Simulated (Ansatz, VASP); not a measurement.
# One calculation of Pt, two programs

```
Pt
1.0
     2.80800    0.00000    0.00000
    -1.40400    2.43180    0.00000
     0.00000    0.00000   17.62030
Pt
3
Direct
  0.16667 0.33333 0.36889
  0.50000 0.00000 0.50000
  0.83333 0.66667 0.63111
```

Alike in both runs: task single point; functional PBE; k mesh 13 × 13 × 1; occupations fermi-dirac, width 0.08 eV; no spin polarisation.

|  | VASP | Ansatz |
| --- | --- | --- |
| version | VASP 6.6.1 | Ansatz 0.2.0 |
| potentials or method | VASP PAW PBE potentials, release 64 (Pt), cutoff 520 eV | all-electron LAPW, scalar-relativistic |

|  | VASP | Ansatz | Ansatz less VASP |
| --- | --- | --- | --- |
| rms of the force components (eV/Å) | 0.010 | 0.003 | -0.0066 |

Atom by atom the forces differ by 0.013 eV/Å (rms over components). Ansatz ran all-electron here, and VASP with PAW potentials.

Neither program's run includes spin-orbit coupling.
